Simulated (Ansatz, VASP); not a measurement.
**Two plane-wave programs on HfNb2O2**

```
Hf Nb O
1.0
     5.06360    0.00000    0.00000
     0.00000    5.06360    0.00000
     0.00000    0.00000    5.42983
Hf Nb O
1 2 2
Direct
  0.50000 0.50000 0.50000
  0.00000 0.50000 0.50000
  0.50000 0.00000 0.50000
  0.50000 0.50000 0.87812
  0.50000 0.50000 0.12188
```

Alike in both runs: functional PBE; k mesh 4 × 4 × 4; occupations gaussian, width 0.1 eV; no spin polarisation.

Ansatz relaxed the structure, and its values are those at the end. VASP's run is a single point on that final structure, the one shown.

|  | VASP | Ansatz |
| --- | --- | --- |
| version | VASP 6.6.1 | Ansatz 0.2.0 |
| potentials or method | VASP PAW PBE potentials, release 64 (Hf_pv, Nb_sv, O), cutoff 520 eV | scalar-relativistic, plane waves, PAW |
| valence electrons in the cell | 48 | 64 |

VASP gave:

* gap on the k mesh at the Fermi level (eV): none
* pressure (GPa): -0.1
* rms of the force components (eV/Å): 0.149

**Question.** Which values does Ansatz return?

**Answer.** gap on the k mesh at the Fermi level (eV): none; pressure (GPa): 0.2; rms of the force components (eV/Å): 0.013.

A gap of «none» marks a metal or a gap that the smearing closes. One of these differences is far larger than is usual between the two programs; its cause wasn't traced. VASP's potentials hold 48 valence electrons a cell and Ansatz's 64, so a difference there can come from the potentials and not from the codes.

Neither program's run includes spin-orbit coupling.
